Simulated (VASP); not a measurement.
Li: single point with r2SCAN

Crystal: Li.

```
CELL_PARAMETERS angstrom
3.38268 0.00001 -0.00608
0.00001 3.38268 0.00608
-1.69456 1.69456 1.84330
ATOMIC_POSITIONS crystal
Li 0.00000 0.00000 0.00000
```

```json
{"Program": "VASP 6.6.1", "Task": "single point", "Functional": "r2SCAN", "Potentials or basis": "VASP PAW PBE potentials, release 64 (Li_sv)", "Cutoff": "520 eV", "k mesh": "10 × 10 × 19", "Occupations": "gaussian, width 0.1 eV", "Spin": "no spin polarisation"}
```

```
Band gap on the k mesh : zero (an odd number of electrons rules out a gap without spin polarisation)
```

Levels at points of the mesh, in eV from the Fermi level:
| k point | band 1 | band 2 | band 3 | band 4 |
| --- | --- | --- | --- | --- |
| (0.00, 0.00, 0.00) | -48.21 | -3.84 | 15.60 | 15.93 |
| (0.50, 0.00, 0.00) | -48.19 | 0.14 | 3.24 | 11.61 |
| (0.00, 0.50, 0.00) | -48.19 | 0.14 | 3.24 | 11.61 |
| (0.50, 0.50, 0.00) | -48.19 | 0.53 | 3.71 | 10.42 |

Wall time 42 min on 1 thread of Oxide Virtual Turin-like Processor, on a shared host, peak memory 0.21 GiB.
